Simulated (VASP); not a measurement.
# W8O in VASP: further runs

W8O is run at these levels: RPBE; tasks: single point.

Program: VASP 6.6.1. These are calculated values, not measurements. Logs are shortened: lines on timing, memory, paths and dates and some standing lists are left out, and cuts for length are marked.

## Step 1: The cell of the first run

The cell holds a slab with vacuum, 9 atoms: a = 5.537 Å, b = 2.768 Å, c = 25.781 Å, α = 90.00°, β = 90.00°, γ = 109.47°.

## Step 2: Single point, RPBE

File INCAR:

```
SYSTEM = W8O
PREC = Accurate ; ENCUT = 520
EDIFF = 1E-6 ; ISMEAR = 0
SIGMA = 0.1 ; LREAL = .FALSE.
LASPH = .TRUE. ; NELM = 120
ALGO = Normal ; ISIF = 2
LWAVE = .FALSE. ; LCHARG = .TRUE.
LDIPOL = .TRUE. ; IDIPOL = 3
DIPOL = 0.5 0.5 0.485 ; GGA = RP
LELF = .TRUE. ; LVHAR = .TRUE.
LVACPOTAV = .TRUE. ; NBANDS = 69
GGA_COMPAT = .FALSE. ; NELMDL = -8
```

File KPOINTS:

```
regular mesh
0
G
  6 11 1
  0 0 0
```

File POSCAR:

```
W8O
1.0
    5.5366027616      0.0000000000      0.0000000000
   -0.9227671269      2.6099795717      0.0000000000
    0.0000000000      0.0000000000     25.7809258372
W O
8 1
Direct
    0.2500000000      0.5000000000      0.3297011153
    0.7500000000      0.5000000000      0.3297011153
    0.5000000000      0.0000000000      0.4173747941
    0.0000000000      0.0000000000      0.4173747941
    0.7540277535      0.4896129656      0.5049936106
    0.2459722465      0.5103870344      0.5049936106
    0.0000000000      0.0000000000      0.6041568759
    0.5000000000      0.0000000000      0.5862999393
    0.0000000000      0.0000000000      0.6709127723
```

Potentials or basis: VASP PAW PBE potentials, release 64 (W_sv, O).

On the command line:

```console
$ cat potpaw_PBE.64/W_sv/POTCAR potpaw_PBE.64/O/POTCAR > POTCAR
$ mpirun -np 1 vasp_std > vasp.out
```

OUTCAR:

```text
SYSTEM = W8O
   PREC = Accurate
   ENCUT = 520
   EDIFF = 1E-6
   ISMEAR = 0
   LREAL = .FALSE.
   LASPH = .TRUE.
   NELM = 120
   ISIF = 2
   GGA = RP
   NELMDL = -8

 ion  position               nearest neighbor table
   1  0.250  0.500  0.330-   3 2.77   4 2.77   2 2.77   2 2.77   4 3.20   3 3.20   2 3.20   2 3.20

   2  0.750  0.500  0.330-   4 2.77   3 2.77   1 2.77   1 2.77   4 3.20   3 3.20   1 3.20   1 3.20

   3  0.500  0.000  0.417-   5 2.77   6 2.77   2 2.77   1 2.77   4 2.77   4 2.77   2 3.20   1 3.20
                             4 3.20   4 3.20   6 3.23   5 3.23
   4  0.000  0.000  0.417-   1 2.77   2 2.77   3 2.77   3 2.77   5 2.77   6 2.77   6 3.17   5 3.17
                             1 3.20   2 3.20   3 3.20   3 3.20
   5  0.754  0.490  0.505-   8 2.63   6 2.71   3 2.77   4 2.77   6 2.83   7 3.02   8 3.11   4 3.17
                             6 3.19   6 3.21   3 3.23   7 3.38
   6  0.246  0.510  0.505-   8 2.63   5 2.71   3 2.77   4 2.77   5 2.83   7 3.02   8 3.11   4 3.17
                             5 3.19   5 3.21   3 3.23   7 3.38
   7  0.000  0.000  0.604-   9 1.72   8 2.81   8 2.81   5 3.02   6 3.02   8 3.23   8 3.23   6 3.38
                             5 3.38
   8  0.500  0.000  0.586-   5 2.63   6 2.63   7 2.81   7 2.81   5 3.11   6 3.11   7 3.23   7 3.23

   9  0.000  0.000  0.671-   7 1.72

  Warning from LATTYP: Monoclinic adjustment (A1->A3, A2->A1, A3->A2)!
  Warning from LATTYP: Got some problem with cell dimensions!
  Tried to take original basis but could not verify dimensions!
  LATTYP: Found a simple monoclinic cell.
 ALAT       =     2.7683013808
 B/A-ratio  =     9.3129043014
 C/A-ratio  =     1.9148542155
 COS(beta)  =    -0.1740776560

  Lattice vectors:

 A1 = (  -0.9227671269,   2.6099795717,   0.0000000000)
 A2 = (   0.0000000000,   0.0000000000, -25.7809258372)
 A3 = (  -4.6138356347,  -2.6099795717,   0.0000000000)

Analysis of symmetry for initial positions (statically):
=====================================================================
 Subroutine PRICEL returns:
 Original cell was already a primitive cell.

 Routine SETGRP: Setting up the symmetry group for a
 simple monoclinic supercell.

 Subroutine GETGRP returns: Found  2 space group operations
 (whereof  2 operations were pure point group operations)
 out of a pool of  4 trial point group operations.

The static configuration has the point symmetry C_2 .

Analysis of symmetry for dynamics (positions and initial velocities):
=====================================================================
 Subroutine PRICEL returns:
 Original cell was already a primitive cell.

 Routine SETGRP: Setting up the symmetry group for a
 simple monoclinic supercell.

 Subroutine GETGRP returns: Found  2 space group operations
 (whereof  2 operations were pure point group operations)
 out of a pool of  4 trial point group operations.

The dynamic configuration has the point symmetry C_2 .

 Subroutine INISYM returns: Found  2 space group operations
 (whereof  2 operations are pure point group operations),
 and found     1 'primitive' translations

----------------------------------------------------------------------------------------

                                     Primitive cell

  volume of cell :     372.5452

  direct lattice vectors                    reciprocal lattice vectors
     5.536602762  0.000000000  0.000000000     0.180616173  0.063857460  0.000000000
    -0.922767127  2.609979572  0.000000000     0.000000000  0.383144761  0.000000000
     0.000000000  0.000000000 25.780925837     0.000000000  0.000000000  0.038788366

  length of vectors
     5.536602762  2.768301381 25.780925837     0.191572381  0.383144761  0.038788366

  position of ions in fractional coordinates (direct lattice)
     0.250000000  0.500000000  0.329701115
     0.750000000  0.500000000  0.329701115
     0.500000000  0.000000000  0.417374794
     0.000000000  0.000000000  0.417374794
     0.754027753  0.489612966  0.504993611
     0.245972247  0.510387034  0.504993611
     0.000000000  0.000000000  0.604156876
     0.500000000  0.000000000  0.586299939
     0.000000000  0.000000000  0.670912772

  ion indices of the primitive-cell ions
   primitive index   ion index
                 1           1
                 2           2
                 3           3
                 4           4
                 5           5
                 6           6
                 7           7
                 8           8
                 9           9

----------------------------------------------------------------------------------------

 KPOINTS: regular mesh

Automatic generation of k-mesh.
 Grid dimensions read from file:
 generate k-points for:    6   11    1

 Generating k-lattice:

  Cartesian coordinates                     Fractional coordinates (reciprocal lattice)
     0.030102695  0.010642910  0.000000000     0.166666667  0.000000000  0.000000000
     0.000000000  0.034831342  0.000000000     0.000000000  0.090909091  0.000000000
     0.000000000  0.000000000  0.038788366     0.000000000  0.000000000  1.000000000

  Length of vectors
     0.031928730  0.034831342  0.038788366

  Shift w.r.t. Gamma in fractional coordinates (k-lattice)
     0.000000000  0.000000000  0.000000000

 Subroutine IBZKPT returns following result:
 ===========================================

 Found     34 irreducible k-points:

 Following reciprocal coordinates:
            Coordinates               Weight
  0.000000  0.000000  0.000000      1.000000
  0.166667 -0.000000  0.000000      2.000000
  0.333333 -0.000000  0.000000      2.000000
  0.500000 -0.000000  0.000000      1.000000
  0.000000  0.090909  0.000000      2.000000
  0.166667  0.090909  0.000000      2.000000
[... 16 lines left out ...]
  0.000000  0.363636  0.000000      2.000000
  0.166667  0.363636  0.000000      2.000000
 [... further k-points ...]
   k-points           NKPTS =     34   k-points in BZ     NKDIM =     34   number of bands    NBANDS=     69
   number of dos      NEDOS =    301   number of ions     NIONS =      9
   total plane-waves  NPLWV = 193536
   dimension x,y,z NGX =    42 NGY =   24 NGZ =  192
   dimension x,y,z NGXF=    84 NGYF=   48 NGZF=  384
   ions per type =               8   1
   NGX,Y,Z   is equivalent  to a cutoff of  12.61, 14.41, 12.38 a.u.
   NGXF,Y,Z  is equivalent  to a cutoff of  25.22, 28.83, 24.76 a.u.
 SYSTEM =  W8O
   PREC   = accura    normal or accurate (medium, high low for compatibility)
   ISTART =      0    job   : 0-new  1-cont  2-samecut
   ICHARG =      2    charge: 1-file 2-atom 10-const
   ISPIN  =      1    spin polarized calculation?
   LNONCOLLINEAR =      F non collinear calculations
   LSORBIT =      F    spin-orbit coupling
   LASPH  =      T    aspherical Exc in radial PAW
   ENCUT  =  520.0 eV  38.22 Ry    6.18 a.u.  10.29  5.15 47.94*2*pi/ulx,y,z
   NELM   =    120;   NELMIN=  2; NELMDL= -8     # of ELM steps
   EDIFF  = 0.1E-05   stopping-criterion for ELM
   LREAL  =      F    real-space projection
   EDIFFG = 0.1E-04   stopping-criterion for IOM
   NSW    =      0    number of steps for IOM
   IBRION =     -1    ionic relax: 0-MD 1-quasi-New 2-CG
   NFREE  =      0    steps in history (QN), initial steepest desc. (CG)
   ISIF   =      2    stress and relaxation
   ISYM   =      2    0-nonsym 1-usesym 2-fastsym
   POTIM  = 0.5000    time-step for ionic-motion
   TEBEG  =    0.0;   TEEND  =   0.0 temperature during run
   PSTRESS=    0.0 pullay stress
   NELECT =     118.0000    total number of electrons
   NUPDOWN=      -1.0000    fix difference up-down
   EMIN   =  10.00;   EMAX   =-10.00  energy-range for DOS
   EFERMI =   0.00;   METHOD = LEGACY
   ISMEAR =     0;   SIGMA  =   0.10  broadening in eV -4-tet -1-fermi 0-gaus
   EFERMI_NEDOS =   21; number of points for ismear=-14 and -15
   IALGO  =     38    algorithm
   IMIX   =      4    mixing-type and parameters
     AMIX     =   0.40;   BMIX     =  1.00
     AMIX_MAG =   1.60;   BMIX_MAG =  1.00
  volume/ion in A,a.u.               =      41.39       279.34
  Fermi-wavevector in a.u.,A,eV,Ry     =   1.115944  2.108829 16.943765  1.245332
  Thomas-Fermi vector in A             =   2.252554
   LORBIT       =      0    0 simple, 1 ext, 2 COOP (PROOUT), +10 PAW based schemes
   GGA     = RP    functional components
   LHFCALC =     F    Hartree Fock is set to
   AEXX    =    0.0000 exact exchange contribution
   IVDW    =     0    specifies the selected vdW correction
   LEPSILON=     F    determine dielectric tensor
   LRPA    =     F    only Hartree local field effects (RPA)
 non-spin polarized calculation
 Gauss-broadening in eV      SIGMA  =   0.10
  energy-cutoff  :      520.00
  volume of cell :      372.55
 maximum number of plane-waves:     10099
 NGX is ok and might be reduce to    42
   NGX = 21   NGY = 11   NGZ = 95

 dipolmoment           0.000000      0.000000     -0.178898 electrons x Angstroem

 number of electron     117.9999999 magnetization

 dipolmoment           0.000000      0.000000      0.148851 electrons x Angstroem

 Free energy of the ion-electron system (eV)
  ---------------------------------------------------
  ext. energy  EPLUGINS =         0.00000000
  ---------------------------------------------------
  free energy    TOTEN  =      -101.09363210 eV

  energy without entropy =     -101.06588153  energy(sigma->0) =     -101.07975681

 E-fermi :   0.4598     XC(G=0):  -5.7431

 val. band max:        0.4535306768   @ k =   0.3333   0.2727   0.0000
 cond. band min:       0.4604547254   @ k =   0.0000   0.0909   0.0000
 fundamental gap:      0.0069240486
 Fermi energy:         0.4598440774

 k-point     1 :       0.0000    0.0000    0.0000
  band No.  band energies     occupation
      1     -73.8120      2.00000
      2     -73.7876      2.00000
      3     -73.7108      2.00000
      4     -73.6634      2.00000
      5     -73.6493      2.00000
      6     -73.6073      2.00000
[... 61 lines left out ...]
     68       2.6544      0.00000
     69       2.7115      0.00000
[... 1654 lines left out ...]
     68       3.0339      0.00000
     69       3.1760      0.00000

 [... further k-points ...]

------------------------ aborting loop because EDIFF is reached ----------------------------------------

  FORCE on cell =-STRESS in cart. coord.  units (eV):
  Direction    XX          YY          ZZ          XY          YZ          ZX
  --------------------------------------------------------------------------------------
  -------------------------------------------------------------------------------------
  Total       -6.0782508     -6.2663165     -1.5904526     -2.1186685      0.0000000      0.0000000
  in kB      -26.1402789    -26.9490788     -6.8399405     -9.1115992      0.0000000      0.0000000
  external PRESSURE =     -19.9764327 kB  Pullay stress =       0.0000000 kB

 VOLUME and BASIS-vectors are now :
 -----------------------------------------------------------------------------
  energy-cutoff  :      520.00
  volume of cell :      372.55
      direct lattice vectors                 reciprocal lattice vectors
     5.536602762  0.000000000  0.000000000     0.180616173  0.063857460  0.000000000
    -0.922767127  2.609979572  0.000000000     0.000000000  0.383144761  0.000000000
     0.000000000  0.000000000 25.780925837     0.000000000  0.000000000  0.038788366

 POSITION                                       TOTAL-FORCE (eV/Angst)
 -----------------------------------------------------------------------------------
      0.92277      1.30499      8.50000        -0.000599     -0.145393      0.583394
      3.69107      1.30499      8.50000         0.000599      0.145393      0.583394
      2.76830      0.00000     10.76031        -0.000000      0.000000     -0.362050
      0.00000      0.00000     10.76031        -0.000000      0.000000     -0.864247
      3.72295      1.27788     13.01920        -0.018181      0.006745      0.002250
      0.89088      1.33210     13.01920         0.018181     -0.006745      0.002250
      0.00000      0.00000     15.57572        -0.000000      0.000000     -0.512756
      2.76830      0.00000     15.11536        -0.000000      0.000000      0.041734
      0.00000      0.00000     17.29675        -0.000000      0.000000      0.526030
 -----------------------------------------------------------------------------------
    total drift:                               -0.000000      0.000000     -0.000614

  FREE ENERGIE OF THE ION-ELECTRON SYSTEM (eV)
  ---------------------------------------------------
  free  energy   TOTEN  =      -101.0936321022 eV

  energy  without entropy=     -101.0658815270  energy(sigma->0) =     -101.07975681

 vacuum level on the upper side and lower side of the slab         7.094         5.230
```

Wall time 25 min (1 thread of Intel Xeon 6975P-C (Granite Rapids), shared host); peak memory 0.86 GiB.

Results:

| Quantity | Value |
| --- | --- |
| Free energy | -101.0936 eV |
| Largest force | 0.864 eV/Å |
| Band gap on the k mesh | zero (bands 59 and 60 overlap by 1.49 eV) |

Forces on the atoms (eV/Å):
```
W   -0.001 -0.145  0.583
W    0.001  0.145  0.583
W    0.000  0.000 -0.362
W    0.000  0.000 -0.864
W   -0.018  0.007  0.002
W    0.018 -0.007  0.002
W    0.000  0.000 -0.513
W    0.000  0.000  0.042
O    0.000  0.000  0.526
```

Caveat: the PAW data sets were made with another functional, which shifts forces and pressure a little; spin-orbit coupling is left out, which moves the levels of the heavy elements.

## Step 3: Single point, RPBE

File INCAR:

```
ALGO = Normal
DIPOL = 0.5 0.5 0.481
EDIFF = 1E-6
ENCUT = 520
GGA = RP
GGA_COMPAT = F
IDIPOL = 3
ISIF = 2
ISMEAR = 0
LASPH = T
LCHARG = F
LDIPOL = T
LREAL = F
LWAVE = F
NBANDS = 69
NELM = 120
NELMDL = -8
PREC = Accurate
SIGMA = 0.1
```

File KPOINTS:

```
k-points
0
Gamma
  6 11 1
```

File POSCAR:

```
W8O
1.0
    5.5366027616      0.0000000000      0.0000000000
   -0.9227671269      2.6099795717      0.0000000000
    0.0000000000      0.0000000000     25.7809258372
W O
8 1
Direct
    0.2500000000      0.5000000000      0.3297011153
    0.7500000000      0.5000000000      0.3297011153
    0.5000000000      0.0000000000      0.4173747941
    0.0000000000      0.0000000000      0.4173747941
    0.7500000000      0.5000000000      0.5038544741
    0.2500000000      0.5000000000      0.5065317584
   -0.0089566174     -0.0485508605      0.5919229155
    0.5089566174      0.0485508605      0.5919229155
    0.2500000000      1.0000000000      0.6446174877
```

Potentials or basis: VASP PAW PBE potentials, release 64 (W_sv, O).

On the command line:

```console
$ cat potpaw_PBE.64/W_sv/POTCAR potpaw_PBE.64/O/POTCAR > POTCAR
$ mpirun -np 1 vasp_std > vasp.out
```

It took 19 min on 1 thread of Intel Xeon 6975P-C (Granite Rapids), shared host; peak memory 0.86 GiB.

Results (log left out):

| Item | Value |
| --- | --- |
| Free energy | -101.7800 eV |
| Largest force | 0.652 eV/Å |
| Band gap on the k mesh | zero (bands 59 and 60 overlap by 1.53 eV) |

Forces on the atoms (eV/Å):
```
W    0.000  0.000  0.598
W    0.000  0.000  0.602
W   -0.124  0.032 -0.640
W    0.124 -0.032 -0.640
W    0.000  0.000  0.017
W    0.000  0.000  0.012
W   -0.140 -0.012 -0.099
W    0.140  0.012 -0.099
O    0.000  0.000  0.249
```

Levels at points of the mesh, in eV from the Fermi level:
```csv
k point,band 55,band 56,band 57,band 58,band 59,band 60,band 61,band 62,band 63,band 64
"(0.00, 0.00, 0.00)",-1.14,-1.13,-0.57,-0.54,-0.07,0.72,0.76,0.97,1.32,1.66
"(0.50, 0.00, 0.00)",-1.76,-1.55,-1.39,-1.38,-0.99,0.68,0.71,0.87,1.02,1.15
```

Caveat: the PAW data sets were made with another functional, which shifts forces and pressure a little; spin-orbit coupling is left out, which moves the levels of the heavy elements.
